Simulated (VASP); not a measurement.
# AlNi3 (Fm-3m) in VASP: single point with r2SCAN

Aim: the single point of AlNi3 with r2SCAN.

Program: VASP 6.6.1. These are calculated values, not measurements. Logs are shortened: lines on timing, memory, paths and dates and some standing lists are left out, and cuts for length are marked.

## 1. The cell of the first run

The structure is cubic, space group Fm-3m (No. 225). The conventional cell has a = 5.604 Å, b = 5.604 Å, c = 5.604 Å, α = 90.00°, β = 90.00°, γ = 90.00°. Al (site symmetry m-3m) has 14 Ni at 2.43 to 2.80 Å within 3.2 Å. Ni (site symmetry -43m) has 4 Al at 2.43 Å and 10 Ni at 2.43 to 2.80 Å within 3.2 Å. Ni (site symmetry m-3m) has 8 Ni at 2.43 Å and 6 Al at 2.80 Å within 3.2 Å.

## 2. Single point, r2SCAN

The input, POSCAR:

```
AlNi3
1.0
    0.0000000000      2.8018887551      2.8018887551
    2.8018887551      0.0000000000      2.8018887551
    2.8018887551      2.8018887551      0.0000000000
Al Ni
1 3
Direct
    0.5000000000      0.5000000000      0.5000000000
    0.2500000000      0.2500000000      0.2500000000
    0.0000000000      0.0000000000      0.0000000000
    0.7500000000      0.7500000000      0.7500000000
```

The input, INCAR.step1:

```
SYSTEM = AlNi3
PREC     = Accurate       ! precision mode
ENCUT    = 520            ! plane-wave cutoff, eV
ISMEAR   = 0              ! smearing method
SIGMA    = 0.15           ! smearing width, eV
LREAL    = .False.        ! projectors in reciprocal space
LASPH    = .True.         ! aspherical terms in the spheres
NELM     = 100            ! most SCF steps
NBANDS   = 24             ! bands
GGA      = PE             ! functional
ALGO     = Normal         ! electronic algorithm
EDIFF    = 1E-4           ! SCF threshold, eV
LWAVE    = .True.         ! write WAVECAR
LCHARG   = .False.        ! write CHGCAR
```

The input, INCAR.step2:

```
SYSTEM = AlNi3
PREC     = Accurate       ! precision mode
ENCUT    = 520            ! plane-wave cutoff, eV
EDIFF    = 1E-6           ! SCF threshold, eV
ISMEAR   = 0              ! smearing method
SIGMA    = 0.15           ! smearing width, eV
LREAL    = .False.        ! projectors in reciprocal space
LASPH    = .True.         ! aspherical terms in the spheres
NELM     = 100            ! most SCF steps
ALGO     = Normal         ! electronic algorithm
ISIF     = 2              ! what is computed and relaxed
LWAVE    = .False.        ! write WAVECAR
LCHARG   = .False.        ! write CHGCAR
METAGGA  = R2SCAN         ! meta-GGA
LMIXTAU  = .True.       
NBANDS   = 24             ! bands
ISTART   = 1
```

The input, KPOINTS:

```
Automatic mesh
0
Gamma
  14 14 14
  0 0 0
```

Potentials or basis: VASP PAW PBE potentials, release 64 (Al, Ni).

The run is started by

```
$ cat potpaw_PBE.64/Al/POTCAR potpaw_PBE.64/Ni/POTCAR > POTCAR
$ cp INCAR.step1 INCAR
$ mpirun -np 1 vasp_std > vasp.out
$ cp INCAR.step2 INCAR
$ mpirun -np 1 vasp_std > vasp.out
```

OUTCAR:

```text
SYSTEM = AlNi3
   PREC = Accurate
   ENCUT = 520
   EDIFF = 1E-6
   ISMEAR = 0
   LREAL = .False.
   LASPH = .True.
   NELM = 100
   ISIF = 2
   METAGGA = R2SCAN
   ISTART = 1

 ion  position               nearest neighbor table
   1  0.500  0.500  0.500-   2 2.43   4 2.43   2 2.43   2 2.43   4 2.43   2 2.43   4 2.43   4 2.43
                             3 2.80   3 2.80   3 2.80   3 2.80   3 2.80   3 2.80
   2  0.250  0.250  0.250-   3 2.43   1 2.43   3 2.43   1 2.43   3 2.43   3 2.43   1 2.43   1 2.43
                             4 2.80   4 2.80   4 2.80   4 2.80   4 2.80   4 2.80
   3  0.000  0.000  0.000-   4 2.43   2 2.43   4 2.43   2 2.43   4 2.43   4 2.43   2 2.43   2 2.43
                             1 2.80   1 2.80   1 2.80   1 2.80   1 2.80   1 2.80
   4  0.750  0.750  0.750-   1 2.43   3 2.43   1 2.43   1 2.43   3 2.43   1 2.43   3 2.43   3 2.43
                             2 2.80   2 2.80   2 2.80   2 2.80   2 2.80   2 2.80

  LATTYP: Found a face centered cubic cell.
 ALAT       =     5.6037775102

  Lattice vectors:

 A1 = (   0.0000000000,   2.8018887551,   2.8018887551)
 A2 = (   2.8018887551,   0.0000000000,   2.8018887551)
 A3 = (   2.8018887551,   2.8018887551,   0.0000000000)

Analysis of symmetry for initial positions (statically):
=====================================================================
 Subroutine PRICEL returns:
 Original cell was already a primitive cell.

 Routine SETGRP: Setting up the symmetry group for a
 face centered cubic supercell.

 Subroutine GETGRP returns: Found 48 space group operations
 (whereof 48 operations were pure point group operations)
 out of a pool of 48 trial point group operations.

The static configuration has the point symmetry O_h .

Analysis of symmetry for dynamics (positions and initial velocities):
=====================================================================
 Subroutine PRICEL returns:
 Original cell was already a primitive cell.

 Routine SETGRP: Setting up the symmetry group for a
 face centered cubic supercell.

 Subroutine GETGRP returns: Found 48 space group operations
 (whereof 48 operations were pure point group operations)
 out of a pool of 48 trial point group operations.

The dynamic configuration has the point symmetry O_h .

 Subroutine INISYM returns: Found 48 space group operations
 (whereof 48 operations are pure point group operations),
 and found     1 'primitive' translations

----------------------------------------------------------------------------------------

                                     Primitive cell

  volume of cell :      43.9929

  direct lattice vectors                    reciprocal lattice vectors
     0.000000000  2.801888755  2.801888755    -0.178451053  0.178451053  0.178451053
     2.801888755  0.000000000  2.801888755     0.178451053 -0.178451053  0.178451053
     2.801888755  2.801888755  0.000000000     0.178451053  0.178451053 -0.178451053

  length of vectors
     3.962469078  3.962469078  3.962469078     0.309086291  0.309086291  0.309086291

  position of ions in fractional coordinates (direct lattice)
     0.500000000  0.500000000  0.500000000
     0.250000000  0.250000000  0.250000000
     0.000000000  0.000000000  0.000000000
     0.750000000  0.750000000  0.750000000

  ion indices of the primitive-cell ions
   primitive index   ion index
                 1           1
                 2           2
                 3           3
                 4           4

----------------------------------------------------------------------------------------

 KPOINTS: Automatic mesh

Automatic generation of k-mesh.
 Grid dimensions read from file:
 generate k-points for:   14   14   14

 Generating k-lattice:

  Cartesian coordinates                     Fractional coordinates (reciprocal lattice)
    -0.012746504  0.012746504  0.012746504     0.071428571  0.000000000  0.000000000
     0.012746504 -0.012746504  0.012746504     0.000000000  0.071428571  0.000000000
     0.012746504  0.012746504 -0.012746504     0.000000000  0.000000000  0.071428571

  Length of vectors
     0.022077592  0.022077592  0.022077592

  Shift w.r.t. Gamma in fractional coordinates (k-lattice)
     0.000000000  0.000000000  0.000000000

 Subroutine IBZKPT returns following result:
 ===========================================

 Found    104 irreducible k-points:

 Following reciprocal coordinates:
            Coordinates               Weight
  0.000000  0.000000  0.000000      1.000000
  0.071429  0.000000  0.000000      8.000000
  0.142857  0.000000  0.000000      8.000000
  0.214286  0.000000  0.000000      8.000000
  0.285714  0.000000  0.000000      8.000000
  0.357143  0.000000  0.000000      8.000000
[... 16 lines left out ...]
  0.214286  0.142857  0.000000     24.000000
  0.285714  0.142857  0.000000     24.000000
 [... further k-points ...]
   k-points           NKPTS =    104   k-points in BZ     NKDIM =    104   number of bands    NBANDS=     24
   number of dos      NEDOS =    301   number of ions     NIONS =      4
   total plane-waves  NPLWV =  27000
   dimension x,y,z NGX =    30 NGY =   30 NGZ =   30
   dimension x,y,z NGXF=    60 NGYF=   60 NGZF=   60
   ions per type =               1   3
   NGX,Y,Z   is equivalent  to a cutoff of  12.59, 12.59, 12.59 a.u.
   NGXF,Y,Z  is equivalent  to a cutoff of  25.17, 25.17, 25.17 a.u.
 SYSTEM =  AlNi3
   PREC   = accura    normal or accurate (medium, high low for compatibility)
   ISTART =      1    job   : 0-new  1-cont  2-samecut
   ICHARG =      0    charge: 1-file 2-atom 10-const
   ISPIN  =      1    spin polarized calculation?
   LNONCOLLINEAR =      F non collinear calculations
   LSORBIT =      F    spin-orbit coupling
   LASPH  =      T    aspherical Exc in radial PAW
   ENCUT  =  520.0 eV  38.22 Ry    6.18 a.u.   7.37  7.37  7.37*2*pi/ulx,y,z
   NELM   =    100;   NELMIN=  2; NELMDL=  0     # of ELM steps
   EDIFF  = 0.1E-05   stopping-criterion for ELM
   LREAL  =      F    real-space projection
   EDIFFG = 0.1E-04   stopping-criterion for IOM
   NSW    =      0    number of steps for IOM
   IBRION =     -1    ionic relax: 0-MD 1-quasi-New 2-CG
   NFREE  =      0    steps in history (QN), initial steepest desc. (CG)
   ISIF   =      2    stress and relaxation
   ISYM   =      2    0-nonsym 1-usesym 2-fastsym
   POTIM  = 0.5000    time-step for ionic-motion
   TEBEG  =    0.0;   TEEND  =   0.0 temperature during run
   PSTRESS=    0.0 pullay stress
   NELECT =      33.0000    total number of electrons
   NUPDOWN=      -1.0000    fix difference up-down
   EMIN   =  10.00;   EMAX   =-10.00  energy-range for DOS
   EFERMI =   0.00;   METHOD = LEGACY
   ISMEAR =     0;   SIGMA  =   0.15  broadening in eV -4-tet -1-fermi 0-gaus
   EFERMI_NEDOS =   21; number of points for ismear=-14 and -15
   IALGO  =     38    algorithm
   IMIX   =      4    mixing-type and parameters
     AMIX     =   0.40;   BMIX     =  1.00
     AMIX_MAG =   1.60;   BMIX_MAG =  1.00
  volume/ion in A,a.u.               =      11.00        74.22
  Fermi-wavevector in a.u.,A,eV,Ry     =   1.487483  2.810935 30.104316  2.212605
  Thomas-Fermi vector in A             =   2.600638
   LORBIT       =      0    0 simple, 1 ext, 2 COOP (PROOUT), +10 PAW based schemes
   METAGGA = R2SCAN    functional components
   LHFCALC =     F    Hartree Fock is set to
   AEXX    =    0.0000 exact exchange contribution
   IVDW    =     0    specifies the selected vdW correction
   LEPSILON=     F    determine dielectric tensor
   LRPA    =     F    only Hartree local field effects (RPA)
 non-spin polarized calculation
 Gauss-broadening in eV      SIGMA  =   0.15
  energy-cutoff  :      520.00
  volume of cell :       43.99
 maximum number of plane-waves:      1243
 NGX is ok and might be reduce to    30
   NGX = 15   NGY = 15   NGZ = 15

 number of electron      33.0000016 magnetization

 Free energy of the ion-electron system (eV)
  ---------------------------------------------------
  ext. energy  EPLUGINS =         0.00000000
  ---------------------------------------------------
  free energy    TOTEN  =       -44.05421723 eV

  energy without entropy =      -44.02446162  energy(sigma->0) =      -44.03933943

 E-fermi :   9.7683     XC(G=0): -13.8800

 val. band max:        9.7538584989   @ k =  -0.4286   0.5000   0.0714
 cond. band min:       9.7714507610   @ k =  -0.3571   0.5000   0.1429
 fundamental gap:      0.0175922621
 Fermi energy:         9.7683079983

 k-point     1 :       0.0000    0.0000    0.0000
  band No.  band energies     occupation
      1      -0.8936      2.00000
      2       6.0159      2.00000
      3       6.0159      2.00000
      4       6.1339      2.00000
      5       6.1339      2.00000
      6       6.1339      2.00000
[... 16 lines left out ...]
     23      17.8100      0.00000
     24      18.9855      0.00000

 k-point     2 :       0.0714    0.0000    0.0000
  band No.  band energies     occupation
      1      -0.8140      2.00000
      2       5.9704      2.00000
      3       5.9705      2.00000
      4       6.0928      2.00000
      5       6.2220      2.00000
      6       6.2220      2.00000
[... 16 lines left out ...]
     23      18.0968      0.00000
     24      18.7266      0.00000

 k-point     3 :       0.1429    0.0000    0.0000
  band No.  band energies     occupation
      1      -0.5769      2.00000
      2       5.9326      2.00000
      3       5.9327      2.00000
      4       5.9660      2.00000
      5       6.3820      2.00000
      6       6.3821      2.00000
[... 16 lines left out ...]
     23      18.4152      0.00000
     24      18.4469      0.00000
[... 514 lines left out ...]
 k-point    23 :       0.2143    0.1429    0.0000
  band No.  band energies     occupation
      1      -0.1871      2.00000
      2       5.4518      2.00000
      3       6.1998      2.00000
      4       6.2356      2.00000
      5       6.4352      2.00000
      6       6.4870      2.00000
[... 16 lines left out ...]
     23      17.9504      0.00000
     24      20.0743      0.00000

 k-point    24 :       0.2857    0.1429    0.0000
  band No.  band energies     occupation
      1       0.2458      2.00000
      2       5.2816      2.00000
      3       6.1037      2.00000
      4       6.2204      2.00000
      5       6.6220      2.00000
      6       6.6262      2.00000
[... 16 lines left out ...]
     23      17.9077      0.00000
     24      20.1079      0.00000

 [... further k-points ...]
[... 5 lines left out ...]
  --------------------------------------------------------------------------------------
  -------------------------------------------------------------------------------------
  Total        0.0456994      0.0456994      0.0456994      0.0000000     -0.0000000      0.0000000
  in kB        1.6643271      1.6643271      1.6643271      0.0000000     -0.0000000      0.0000000
  external PRESSURE =       1.6643271 kB  Pullay stress =       0.0000000 kB

 VOLUME and BASIS-vectors are now :
 -----------------------------------------------------------------------------
  energy-cutoff  :      520.00
  volume of cell :       43.99
      direct lattice vectors                 reciprocal lattice vectors
     0.000000000  2.801888755  2.801888755    -0.178451053  0.178451053  0.178451053
     2.801888755  0.000000000  2.801888755     0.178451053 -0.178451053  0.178451053
     2.801888755  2.801888755  0.000000000     0.178451053  0.178451053 -0.178451053

 POSITION                                       TOTAL-FORCE (eV/Angst)
 -----------------------------------------------------------------------------------
      2.80189      2.80189      2.80189         0.000000      0.000000     -0.000000
      1.40094      1.40094      1.40094        -0.000000     -0.000000     -0.000000
      0.00000      0.00000      0.00000         0.000000      0.000000     -0.000000
      4.20283      4.20283      4.20283         0.000000      0.000000      0.000000
 -----------------------------------------------------------------------------------
    total drift:                                0.000000     -0.000000      0.000000

  FREE ENERGIE OF THE ION-ELECTRON SYSTEM (eV)
  ---------------------------------------------------
  free  energy   TOTEN  =       -44.0542172308 eV

  energy  without entropy=      -44.0244616199  energy(sigma->0) =      -44.03933943
```

It took 7.4 min on 1 thread of AMD EPYC 7R13 (Zen 3), shared host; peak memory 0.21 GiB.

What came out:

* Free energy: -44.0542 eV
* Pressure: 0.2 GPa

Levels at points of the mesh, in eV from the Fermi level:
| k point | band 14 | band 15 | band 16 | band 17 | band 18 | band 19 |
| --- | --- | --- | --- | --- | --- | --- |
| (0.00, 0.00, 0.00) | -0.60 | -0.57 | -0.57 | 5.65 | 5.65 | 5.65 |
| (0.50, 0.00, 0.00) | -0.70 | -0.51 | -0.51 | -0.15 | 4.50 | 4.50 |
| (0.50, 0.50, 0.00) | -0.74 | -0.61 | -0.45 | -0.36 | -0.36 | -0.02 |

Caveat: the PAW data sets were made with another functional, which shifts forces and pressure a little. Spin polarisation is off, so any magnetic state and its effect on volume and gap are missing.
